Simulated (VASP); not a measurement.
# MgO (Periclase) (Fm-3m) in VASP: a series of runs, part 2 of 2

VASP 6.6.1. Earlier steps stand in the parts before.

### Step 4. Single point, PBE

This run uses another cell than the first one, of 10.31 Å³/atom, 1.048 times its volume.

INCAR reads:

```
ALGO = Normal
EDIFF = 1E-6
ENCUT = 600
GGA = PE
GGA_COMPAT = F
ISIF = 2
ISMEAR = 0
LASPH = T
LCHARG = F
LREAL = F
LWAVE = F
NBANDS = 11
NELM = 120
PREC = Accurate
SIGMA = 0.01
```

KPOINTS reads:

```
k-points
0
Gamma
  8 8 8
```

POSCAR reads:

```
MgO
1.0
    0.0000000000      2.1765626234      2.1765626234
    2.1765626234      0.0000000000      2.1765626234
    2.1765626234      2.1765626234      0.0000000000
Mg O
1 1
Direct
    0.0000000000      0.0000000000      0.0000000000
    0.5000000000      0.5000000000      0.5000000000
```

Potentials or basis: VASP PAW PBE potentials, release 64 (Mg, O).

Launch:

```console
cat potpaw_PBE.64/Mg/POTCAR potpaw_PBE.64/O/POTCAR > POTCAR
mpirun -np 1 vasp_std > vasp.out
```

OUTCAR:

```text
EDIFF = 1E-6
   ENCUT = 600
   GGA = PE
   ISIF = 2
   ISMEAR = 0
   LASPH = T
   LREAL = F
   NELM = 120
   PREC = Accurate

 ion  position               nearest neighbor table
   1  0.000  0.000  0.000-   2 2.18   2 2.18   2 2.18   2 2.18   2 2.18   2 2.18
   2  0.500  0.500  0.500-   1 2.18   1 2.18   1 2.18   1 2.18   1 2.18   1 2.18

  LATTYP: Found a face centered cubic cell.
 ALAT       =     4.3531252468

  Lattice vectors:

 A1 = (   0.0000000000,   2.1765626234,   2.1765626234)
 A2 = (   2.1765626234,   0.0000000000,   2.1765626234)
 A3 = (   2.1765626234,   2.1765626234,   0.0000000000)

Analysis of symmetry for initial positions (statically):
=====================================================================
 Subroutine PRICEL returns:
 Original cell was already a primitive cell.

 Routine SETGRP: Setting up the symmetry group for a
 face centered cubic supercell.

 Subroutine GETGRP returns: Found 48 space group operations
 (whereof 48 operations were pure point group operations)
 out of a pool of 48 trial point group operations.

The static configuration has the point symmetry O_h .

Analysis of symmetry for dynamics (positions and initial velocities):
[... 171 lines left out ...]
      3       2.4821      2.00000
      4       2.4821      2.00000
      5       6.3058      0.00000
      6      17.7202      0.00000
      7      17.7202      0.00000
      8      17.7202      0.00000
      9      21.3837      0.00000
     10      23.0489      0.00000
     11      23.0489      0.00000
[... 309 lines left out ...]
 k-point    24 :      -0.3750    0.2500    0.1250
  band No.  band energies     occupation
      1     -13.1262      2.00000
      2      -1.1493      2.00000
      3       0.7575      2.00000
      4       1.6199      2.00000
      5      11.4680      0.00000
      6      13.7043      0.00000
      7      14.9900      0.00000
      8      18.2019      0.00000
      9      21.8687      0.00000
     10      23.2595      0.00000
     11      27.0974      0.00000

 [... further k-points ...]

------------------------ aborting loop because EDIFF is reached ----------------------------------------

  FORCE on cell =-STRESS in cart. coord.  units (eV):
  Direction    XX          YY          ZZ          XY          YZ          ZX
  --------------------------------------------------------------------------------------
  -------------------------------------------------------------------------------------
  Total       -1.2792869     -1.2792869     -1.2792869      0.0000000     -0.0000000      0.0000000
  in kB      -99.3882468    -99.3882468    -99.3882468      0.0000000     -0.0000000      0.0000000
  external PRESSURE =     -99.3882468 kB  Pullay stress =       0.0000000 kB

 VOLUME and BASIS-vectors are now :
 -----------------------------------------------------------------------------
  energy-cutoff  :      600.00
  volume of cell :       20.62
      direct lattice vectors                 reciprocal lattice vectors
     0.000000000  2.176562623  2.176562623    -0.229720016  0.229720016  0.229720016
     2.176562623  0.000000000  2.176562623     0.229720016 -0.229720016  0.229720016
     2.176562623  2.176562623  0.000000000     0.229720016  0.229720016 -0.229720016

 POSITION                                       TOTAL-FORCE (eV/Angst)
 -----------------------------------------------------------------------------------
      0.00000      0.00000      0.00000        -0.000000     -0.000000      0.000000
      2.17656      2.17656      2.17656         0.000000      0.000000     -0.000000
 -----------------------------------------------------------------------------------
    total drift:                                0.000000      0.000000      0.000000

  FREE ENERGIE OF THE ION-ELECTRON SYSTEM (eV)
  ---------------------------------------------------
  free  energy   TOTEN  =       -11.8688188897 eV

  energy  without entropy=      -11.8688188897  energy(sigma->0) =      -11.86881889
```

OSZICAR:

```text
N       E                     dE             d eps       ncg     rms          rms(c)
DAV:   1     0.245959738749E+02    0.24596E+02   -0.47790E+03   670   0.720E+02
DAV:   2    -0.122967560032E+02   -0.36893E+02   -0.34552E+02   738   0.151E+02
DAV:   3    -0.134246087435E+02   -0.11279E+01   -0.11268E+01   775   0.246E+01
DAV:   4    -0.134278224195E+02   -0.32137E-02   -0.32136E-02   695   0.150E+00
DAV:   5    -0.134278331337E+02   -0.10714E-04   -0.10714E-04   749   0.863E-02    0.716E+00
DAV:   6    -0.118975998909E+02    0.15302E+01   -0.96393E+00   665   0.165E+01    0.242E+00
DAV:   7    -0.118763339912E+02    0.21266E-01   -0.87605E-02   686   0.243E+00    0.137E+00
DAV:   8    -0.118694197053E+02    0.69143E-02   -0.36991E-02   668   0.211E+00    0.283E-01
DAV:   9    -0.118688959037E+02    0.52380E-03   -0.70235E-04   719   0.188E-01    0.161E-01
DAV:  10    -0.118688182838E+02    0.77620E-04   -0.62655E-04   686   0.191E-01    0.802E-03
DAV:  11    -0.118688188897E+02   -0.60589E-06   -0.48576E-06   734   0.162E-02
   1 F= -.11868819E+02 E0= -.11868819E+02  d E =-.679611-112
```

Wall time 16 s (1 thread of AMD EPYC 7R13, shared host); peak memory 0.13 GiB.

What came out:

```
Free energy            : -11.8688 eV
Pressure               : -9.9 GPa
Band gap on the k mesh : 3.82 eV, direct
```

A hybrid or GW would open this gap; PBE tends to underestimate it.

### Step 5. Overview

| cell | gap on the mesh (eV) | pressure (GPa) |
| --- | --- | --- |
| a = 3.031 Å, angles 60.0°, 2 atoms | 4.23 | -4.3 |
| a = 3.055 Å, angles 60.0°, 2 atoms | 4.02 | -7.3 |
| a = 3.078 Å, angles 60.0°, 2 atoms | 3.82 | -9.9 |

Alike in all rows: task single point; level PBE; potentials or basis VASP PAW PBE potentials, release 64 (Mg, O); no spin polarisation; k mesh 8 × 8 × 8; cutoff (eV) 600; smearing gaussian 0.01 eV.

Total energies depend on the potentials used, so only differences within one code and one set of settings carry meaning.
